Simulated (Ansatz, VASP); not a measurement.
**One calculation of Sn, two programs**

The input INCAR:

```
SYSTEM = Sn
PREC = Accurate
ENCUT = 520
EDIFF = 1E-6
ISMEAR = 0
SIGMA = 0.15
LREAL = .False.
LASPH = .True.
NELM = 100
ALGO = Fast
ISIF = 2
LWAVE = .False.
LCHARG = .False.
GGA = PS
NBANDS = 21
```

The input KPOINTS:

```
Automatic mesh
0
Gamma
  12 12 12
  0 0 0
```

POSCAR

```
Sn
1.0
    0.0000000000      3.2942840000      3.3429680000
    3.2942840000      0.0000000000      3.3429680000
    3.2942840000      3.2942840000      0.0000000000
Sn
2
Direct
    0.5000000000      0.5000000000      0.5000000000
    0.7500000000      0.7500000000      0.7500000000
```

Input for Ansatz:

```yaml
crystal:
  lattice:
    - [0.0, 3.294284, 3.342968]
    - [3.294284, 0.0, 3.342968]
    - [3.294284, 3.294284, 0.0]
  atoms:
    - { symbol: Sn, position: [0.5, 0.5, 0.5] }
    - { symbol: Sn, position: [0.75, 0.75, 0.75] }
basis:
  ecutwfc: 420
kpoints:
  mp_grid: { grid: [12, 12, 12] }
hamiltonian:
  xc: pbesol
scf:
  occupations: { method: gaussian, width: 0.15 }
output:
  forces: true
  stress: true
  eigenvalues: true
  write_density: true
  write_potential: true
  elf: true
  volumetric_format: npy
```

Change from the starting cell: strain +0.015 along x and y, +0.030 along z, atoms carried along.

Alike in both runs: task single point; functional PBEsol; k mesh 12 × 12 × 12; occupations gaussian, width 0.15 eV; no spin polarisation.

|  | VASP | Ansatz |
| --- | --- | --- |
| version | VASP 6.6.1 | Ansatz 0.2.0 |
| potentials or method | VASP PAW PBE potentials, release 64 (Sn_d), cutoff 520 eV | scalar-relativistic, plane waves, PAW |
| valence electrons in the cell | 28 | 28 |

Ansatz gave:

- gap on the k mesh at the Fermi level (eV): none
- pressure (GPa): -1.4
- traceless stress, the component that is largest in VASP (GPa): -0.29

**Question.** Estimate VASP's values.

**Answer.** gap on the k mesh at the Fermi level (eV): none; pressure (GPa): -1.5; traceless stress, the component that is largest in VASP (GPa): -0.29.

VASP's potentials were made for PBE, not for PBEsol. A gap of «none» marks a metal or a gap that the smearing closes.
